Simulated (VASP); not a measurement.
Runs of VASP 6.6.1 on MgCd3Te2. The structure is that of space group P6/mmm (No. 191), or close to it. The cells are those of the table. The cell was built from a structure type or drawn by symmetry, and may not be a known phase.

```tsv
task	cell	k mesh	cutoff (eV)	gap on the mesh (eV)	pressure (GPa)
single point	a = 6.506, b = 6.506, c = 3.882 Å, angles 90.0, 90.0, 120.0°, 6 atoms	3 × 3 × 4	520	none	(a)
single point	a = 7.515, b = 7.515, c = 4.210 Å, angles 90.0, 90.0, 120.0°, 6 atoms	6 × 6 × 8	520	none	0.1
relaxation of cell and atoms	relaxed from a = 6.506, b = 6.506, c = 3.882 Å, angles 90.0, 90.0, 120.0°, 6 atoms	3 × 3 × 4	600	none	0.1
single point	a = 7.484, b = 7.484, c = 4.227 Å, angles 90.0, 90.0, 120.0°, 6 atoms	6 × 6 × 10	520	none	0.1
single point	a = 7.211, b = 7.211, c = 4.426 Å, angles 90.0, 90.0, 120.0°, 6 atoms	3 × 3 × 4	520	none	0.2
```

Alike in all rows: level PBE; potentials or basis VASP PAW PBE potentials, release 64 (Mg, Cd, Te); no spin polarisation; smearing gaussian 0.1 eV.

Task: Estimate the missing entries.

Result: (a) 22.9.

Caveats: some runs use coarse meshes; spin-orbit coupling is left out, which moves the levels of the heavy elements.

A k mesh can miss the band edges, and the runs leave out spin-orbit coupling on Cd, Te.

A gap of «none» marks levels without a gap at the run's occupations.
